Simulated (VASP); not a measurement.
# KCl (Fm-3m) in VASP: settings compared

The runs below take KCl through single point, with PBE, LDA.

Program: VASP 6.6.1. These are calculated values, not measurements. Logs are shortened: lines on timing, memory, paths and dates and some standing lists are left out, and cuts for length are marked.

### Step 1. The cell of the first run

It takes space group Fm-3m (No. 225, cubic). Conventional cell: a = 6.290 Å, b = 6.290 Å, c = 6.290 Å, α = 90.00°, β = 90.00°, γ = 90.00°. Within 4.1 Å of K (site symmetry m-3m) lie 6 Cl at 3.14 Å. Within 4.1 Å of Cl (site symmetry m-3m) lie 6 K at 3.14 Å.

### Step 2. Single point, PBE

File INCAR:

```
  PREC = Accurate
  ENCUT = 520
  EDIFF = 1E-6
  ISMEAR = 0
  SIGMA = 0.01
  LREAL = False
  LASPH = True
  NELM = 60
  ALGO = Normal
  ISIF = 2
  LWAVE = False
  LCHARG = False
  GGA = PE
  NBANDS = 15
```

File KPOINTS:

```
regular mesh
0
Gamma
  4 4 4
```

File POSCAR:

```
KCl
1.0
    0.0000000000      3.1448483099      3.1448483099
    3.1448483099      0.0000000000      3.1448483099
    3.1448483099      3.1448483099      0.0000000000
K Cl
1 1
Direct
    0.0000000000      0.0000000000      0.0000000000
    0.5000000000      0.5000000000      0.5000000000
```

Potentials or basis: VASP PAW PBE potentials, release 64 (K_sv, Cl).

Launch:

```sh
$ cat potpaw_PBE.64/K_sv/POTCAR potpaw_PBE.64/Cl/POTCAR > POTCAR
$ mpirun -np 1 vasp_std > vasp.out
```

OUTCAR:

```text
PREC = Accurate
   ENCUT = 520
   EDIFF = 1E-6
   ISMEAR = 0
   LREAL = False
   LASPH = True
   NELM = 60
   ISIF = 2
   GGA = PE

 ion  position               nearest neighbor table
   1  0.000  0.000  0.000-   2 3.14   2 3.14   2 3.14   2 3.14   2 3.14   2 3.14
   2  0.500  0.500  0.500-   1 3.14   1 3.14   1 3.14   1 3.14   1 3.14   1 3.14

  LATTYP: Found a face centered cubic cell.
 ALAT       =     6.2896966198

  Lattice vectors:

 A1 = (   0.0000000000,   3.1448483099,   3.1448483099)
 A2 = (   3.1448483099,   0.0000000000,   3.1448483099)
 A3 = (   3.1448483099,   3.1448483099,   0.0000000000)

Analysis of symmetry for initial positions (statically):
=====================================================================
 Subroutine PRICEL returns:
 Original cell was already a primitive cell.

 Routine SETGRP: Setting up the symmetry group for a
 face centered cubic supercell.

 Subroutine GETGRP returns: Found 48 space group operations
 (whereof 48 operations were pure point group operations)
 out of a pool of 48 trial point group operations.

The static configuration has the point symmetry O_h .

Analysis of symmetry for dynamics (positions and initial velocities):
=====================================================================
 Subroutine PRICEL returns:
 Original cell was already a primitive cell.

 Routine SETGRP: Setting up the symmetry group for a
 face centered cubic supercell.

 Subroutine GETGRP returns: Found 48 space group operations
 (whereof 48 operations were pure point group operations)
 out of a pool of 48 trial point group operations.

The dynamic configuration has the point symmetry O_h .

 Subroutine INISYM returns: Found 48 space group operations
 (whereof 48 operations are pure point group operations),
 and found     1 'primitive' translations

----------------------------------------------------------------------------------------

                                     Primitive cell

  volume of cell :      62.2055

  direct lattice vectors                    reciprocal lattice vectors
     0.000000000  3.144848310  3.144848310    -0.158990180  0.158990180  0.158990180
     3.144848310  0.000000000  3.144848310     0.158990180 -0.158990180  0.158990180
     3.144848310  3.144848310  0.000000000     0.158990180  0.158990180 -0.158990180

  length of vectors
     4.447487131  4.447487131  4.447487131     0.275379070  0.275379070  0.275379070

  position of ions in fractional coordinates (direct lattice)
     0.000000000  0.000000000  0.000000000
     0.500000000  0.500000000  0.500000000

  ion indices of the primitive-cell ions
   primitive index   ion index
                 1           1
                 2           2

----------------------------------------------------------------------------------------

 KPOINTS: regular mesh

Automatic generation of k-mesh.
 Grid dimensions read from file:
 generate k-points for:    4    4    4

 Generating k-lattice:

  Cartesian coordinates                     Fractional coordinates (reciprocal lattice)
    -0.039747545  0.039747545  0.039747545     0.250000000  0.000000000  0.000000000
     0.039747545 -0.039747545  0.039747545     0.000000000  0.250000000  0.000000000
     0.039747545  0.039747545 -0.039747545     0.000000000  0.000000000  0.250000000

  Length of vectors
     0.068844768  0.068844768  0.068844768

  Shift w.r.t. Gamma in fractional coordinates (k-lattice)
     0.000000000  0.000000000  0.000000000

 Subroutine IBZKPT returns following result:
 ===========================================

 Found      8 irreducible k-points:

 Following reciprocal coordinates:
            Coordinates               Weight
  0.000000  0.000000  0.000000      1.000000
  0.250000  0.000000  0.000000      8.000000
  0.500000  0.000000  0.000000      4.000000
  0.250000  0.250000  0.000000      6.000000
  0.500000  0.250000  0.000000     24.000000
 -0.250000  0.250000  0.000000     12.000000
  0.500000  0.500000  0.000000      3.000000
 -0.250000  0.500000  0.250000      6.000000
   k-points           NKPTS =      8   k-points in BZ     NKDIM =      8   number of bands    NBANDS=     15
   number of dos      NEDOS =    301   number of ions     NIONS =      2
   total plane-waves  NPLWV =  46656
   dimension x,y,z NGX =    36 NGY =   36 NGZ =   36
   dimension x,y,z NGXF=    72 NGYF=   72 NGZF=   72
   ions per type =               1   1
   NGX,Y,Z   is equivalent  to a cutoff of  13.46, 13.46, 13.46 a.u.
   NGXF,Y,Z  is equivalent  to a cutoff of  26.91, 26.91, 26.91 a.u.
 SYSTEM =  unknown system
   PREC   = accura    normal or accurate (medium, high low for compatibility)
   ISTART =      0    job   : 0-new  1-cont  2-samecut
   ICHARG =      2    charge: 1-file 2-atom 10-const
   ISPIN  =      1    spin polarized calculation?
   LNONCOLLINEAR =      F non collinear calculations
   LSORBIT =      F    spin-orbit coupling
   LASPH  =      T    aspherical Exc in radial PAW
   ENCUT  =  520.0 eV  38.22 Ry    6.18 a.u.   8.27  8.27  8.27*2*pi/ulx,y,z
   NELM   =     60;   NELMIN=  2; NELMDL= -5     # of ELM steps
   EDIFF  = 0.1E-05   stopping-criterion for ELM
   LREAL  =      F    real-space projection
   EDIFFG = 0.1E-04   stopping-criterion for IOM
   NSW    =      0    number of steps for IOM
   IBRION =     -1    ionic relax: 0-MD 1-quasi-New 2-CG
[... 8 lines left out ...]
   EMIN   =  10.00;   EMAX   =-10.00  energy-range for DOS
   EFERMI =   0.00;   METHOD = LEGACY
   ISMEAR =     0;   SIGMA  =   0.01  broadening in eV -4-tet -1-fermi 0-gaus
   EFERMI_NEDOS =   21; number of points for ismear=-14 and -15
   IALGO  =     38    algorithm
   IMIX   =      4    mixing-type and parameters
     AMIX     =   0.40;   BMIX     =  1.00
     AMIX_MAG =   1.60;   BMIX_MAG =  1.00
  volume/ion in A,a.u.               =      31.10       209.89
  Fermi-wavevector in a.u.,A,eV,Ry     =   1.041130  1.967451 14.748069  1.083952
  Thomas-Fermi vector in A             =   2.175737
   LORBIT       =      0    0 simple, 1 ext, 2 COOP (PROOUT), +10 PAW based schemes
   GGA     = PE    functional components
   LHFCALC =     F    Hartree Fock is set to
   AEXX    =    0.0000 exact exchange contribution
   IVDW    =     0    specifies the selected vdW correction
   LEPSILON=     F    determine dielectric tensor
   LRPA    =     F    only Hartree local field effects (RPA)
 non-spin polarized calculation
 Gauss-broadening in eV      SIGMA  =   0.01
  energy-cutoff  :      520.00
  volume of cell :       62.21
 maximum number of plane-waves:      1700
 NGX is ok and might be reduce to    36
   NGX = 17   NGY = 17   NGZ = 17

 number of electron      16.0000001 magnetization

 Free energy of the ion-electron system (eV)
  ---------------------------------------------------
  ext. energy  EPLUGINS =         0.00000000
  ---------------------------------------------------
  free energy    TOTEN  =        -6.80320596 eV

  energy without entropy =       -6.80320596  energy(sigma->0) =       -6.80320596

 E-fermi :  -1.6981     XC(G=0):  -7.5453

 val. band max:       -1.8356115943   @ k =   0.0000   0.0000   0.0000
 cond. band min:       3.3564733042   @ k =   0.0000   0.0000   0.0000
 fundamental gap:      5.1920848985
 Fermi energy:        -1.6981184144

 k-point     1 :       0.0000    0.0000    0.0000
  band No.  band energies     occupation
      1     -29.0303      2.00000
      2     -13.9550      2.00000
      3     -12.4912      2.00000
      4     -12.4912      2.00000
      5     -12.4912      2.00000
      6      -1.8356      2.00000
      7      -1.8356      2.00000
      8      -1.8356      2.00000
      9       3.3565      0.00000
     10       6.5457      0.00000
     11       6.5457      0.00000
     12       6.5457      0.00000
     13       7.4231      0.00000
     14       7.4231      0.00000
     15      11.1522      0.00000

 k-point     2 :       0.2500    0.0000    0.0000
  band No.  band energies     occupation
      1     -29.0250      2.00000
      2     -14.0546      2.00000
      3     -12.4959      2.00000
      4     -12.4959      2.00000
      5     -12.3644      2.00000
      6      -2.4237      2.00000
      7      -2.0042      2.00000
      8      -2.0042      2.00000
      9       4.6154      0.00000
     10       6.3341      0.00000
     11       7.2986      0.00000
     12       7.2986      0.00000
     13       8.2234      0.00000
     14       8.2234      0.00000
     15      11.7894      0.00000

 k-point     3 :       0.5000    0.0000    0.0000
  band No.  band energies     occupation
      1     -29.0196      2.00000
      2     -14.1415      2.00000
      3     -12.5005      2.00000
      4     -12.5005      2.00000
      5     -12.2494      2.00000
      6      -2.8920      2.00000
      7      -2.1613      2.00000
      8      -2.1613      2.00000
      9       5.7610      0.00000
     10       6.7725      0.00000
     11       8.6979      0.00000
     12       8.6979      0.00000
     13       9.5811      0.00000
     14       9.5811      0.00000
     15      10.2132      0.00000
[... 55 lines left out ...]
 k-point     7 :       0.5000    0.5000    0.0000
  band No.  band energies     occupation
      1     -29.0165      2.00000
      2     -13.8544      2.00000
      3     -12.6337      2.00000
      4     -12.5471      2.00000
      5     -12.5471      2.00000
      6      -2.4940      2.00000
      7      -2.0594      2.00000
      8      -2.0594      2.00000
      9       4.6964      0.00000
     10       6.5202      0.00000
     11       8.2466      0.00000
     12       8.4062      0.00000
     13       8.7976      0.00000
     14       9.8591      0.00000
     15       9.8591      0.00000

 k-point     8 :      -0.2500    0.5000    0.2500
  band No.  band energies     occupation
      1     -29.0164      2.00000
      2     -13.9510      2.00000
      3     -12.5903      2.00000
      4     -12.5903      2.00000
      5     -12.4015      2.00000
      6      -2.3234      2.00000
      7      -2.3095      2.00000
      8      -2.3095      2.00000
      9       6.2054      0.00000
     10       6.2054      0.00000
     11       7.6392      0.00000
     12       8.0400      0.00000
     13       9.8848      0.00000
     14       9.9134      0.00000
     15      10.2391      0.00000

------------------------ aborting loop because EDIFF is reached ----------------------------------------

  FORCE on cell =-STRESS in cart. coord.  units (eV):
  Direction    XX          YY          ZZ          XY          YZ          ZX
  --------------------------------------------------------------------------------------
  -------------------------------------------------------------------------------------
  Total        0.3179418      0.3179418      0.3179418     -0.0000000      0.0000000      0.0000000
  in kB        8.1889661      8.1889661      8.1889661     -0.0000000      0.0000000      0.0000000
  external PRESSURE =       8.1889661 kB  Pullay stress =       0.0000000 kB

 VOLUME and BASIS-vectors are now :
 -----------------------------------------------------------------------------
  energy-cutoff  :      520.00
  volume of cell :       62.21
      direct lattice vectors                 reciprocal lattice vectors
     0.000000000  3.144848310  3.144848310    -0.158990180  0.158990180  0.158990180
     3.144848310  0.000000000  3.144848310     0.158990180 -0.158990180  0.158990180
     3.144848310  3.144848310  0.000000000     0.158990180  0.158990180 -0.158990180

 POSITION                                       TOTAL-FORCE (eV/Angst)
 -----------------------------------------------------------------------------------
      0.00000      0.00000      0.00000        -0.000000      0.000000     -0.000000
      3.14485      3.14485      3.14485         0.000000     -0.000000      0.000000
 -----------------------------------------------------------------------------------
    total drift:                                0.000000      0.000000      0.000000

  FREE ENERGIE OF THE ION-ELECTRON SYSTEM (eV)
  ---------------------------------------------------
  free  energy   TOTEN  =        -6.8032059609 eV

  energy  without entropy=       -6.8032059609  energy(sigma->0) =       -6.80320596
```

Run time: 9 s. Hardware: 1 thread of AMD EPYC 7R13 (Zen 3), shared host; peak memory 0.17 GiB.

Results:

| Item | Value |
| --- | --- |
| Free energy | -6.8032 eV |
| Pressure | 0.8 GPa |
| Band gap on the k mesh | 5.19 eV, direct |

Caveat: the k points lie up to 0.43 Å⁻¹ apart. PBE gaps usually lie below the measured ones, often by a third to a half.

[end of part 1 of 2]
